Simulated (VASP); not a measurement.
Input of a VASP 6.6.1 run:

Contents of INCAR:

```
ALGO = Normal
EDIFF = 1E-6
ENCUT = 520
GGA = PS
ISIF = 2
ISMEAR = 0
LASPH = T
LCHARG = F
LREAL = F
LWAVE = F
NBANDS = 34
NELM = 100
PREC = Accurate
SIGMA = 0.02
```

The input KPOINTS:

```
k-points
0
Gamma
  6 6 4
```

The input POSCAR:

```
BaMgAsF
1.0
    4.3642383035      0.0000000000      0.0000000000
    0.0000000000      4.3642383035      0.0000000000
    0.0000000000      0.0000000000      9.4670927740
Ba As Mg F
2 2 2 2
Direct
    0.5000000000      0.0000000000      0.1540505390
    0.0000000000      0.5000000000      0.8459494610
    0.5000000000      0.0000000000      0.6646652979
    0.0000000000      0.5000000000      0.3353347021
    0.5000000000      0.5000000000      0.5000000000
    0.0000000000      0.0000000000      0.5000000000
    0.5000000000      0.5000000000      0.0000000000
    0.0000000000      0.0000000000      0.0000000000
```

Potentials or basis: VASP PAW PBE potentials, release 64 (Ba_sv, As, Mg, F).

Launch:

```console
$ cat potpaw_PBE.64/Ba_sv/POTCAR potpaw_PBE.64/As/POTCAR potpaw_PBE.64/Mg/POTCAR potpaw_PBE.64/F/POTCAR > POTCAR
$ mpirun -np 1 vasp_std > vasp.out
```

Q: What does it give for the band gap on the k mesh?

A: 1.46 eV, direct.

Q: Predict the largest force.

A: 0.139 eV/Å.

Q: What does it give for the pressure?

A: 0.7 GPa.

Forces on the atoms (eV/Å):
```
Ba   0.000  0.000  0.139
Ba   0.000  0.000 -0.139
As   0.000  0.000 -0.025
As   0.000  0.000  0.025
Mg   0.000  0.000  0.000
Mg   0.000  0.000  0.000
F    0.000  0.000  0.000
F    0.000  0.000  0.000
```

Caveat: the PAW data sets were made with another functional, which shifts forces and pressure a little; spin-orbit coupling is left out, which moves the levels of the heavy elements. A k mesh can miss the band edges.
